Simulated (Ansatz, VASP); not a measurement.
Si4Hg: VASP beside Ansatz

```
Si Hg
1.0
    -3.02714    3.02714    3.02714
     3.02714   -3.02714    3.02714
     3.02714    3.02714   -3.02714
Si Hg
4 1
Direct
  0.50000 0.50000 0.50000
  0.00000 0.00000 0.50000
  0.00000 0.50000 0.00000
  0.50000 0.00000 0.00000
  0.00000 0.00000 0.00000
```

Alike in both runs: functional PBE; k mesh 10 × 10 × 10; occupations gaussian, width 0.1 eV; no spin polarisation.

Ansatz relaxed the structure, and its values are those at the end. VASP's run is a single point on that final structure, the one shown.

|  | VASP | Ansatz |
| --- | --- | --- |
| version | VASP 6.6.1 | Ansatz 0.2.0 |
| potentials or method | VASP PAW PBE potentials, release 64 (Si, Hg), cutoff 520 eV | scalar-relativistic, plane waves, PAW |
| valence electrons in the cell | 28 | 36 |

Ansatz gave:

| Item | Value |
| --- | --- |
| gap on the k mesh at the Fermi level (eV) | none |
| pressure (GPa) | 0.0 |

What did VASP give for the same quantities?

gap on the k mesh at the Fermi level (eV): none; pressure (GPa): 0.2.

A gap of «none» marks a metal or a gap that the smearing closes. VASP's potentials hold 28 valence electrons a cell and Ansatz's 36, so a difference there can come from the potentials and not from the codes.

Neither program's run includes spin-orbit coupling.
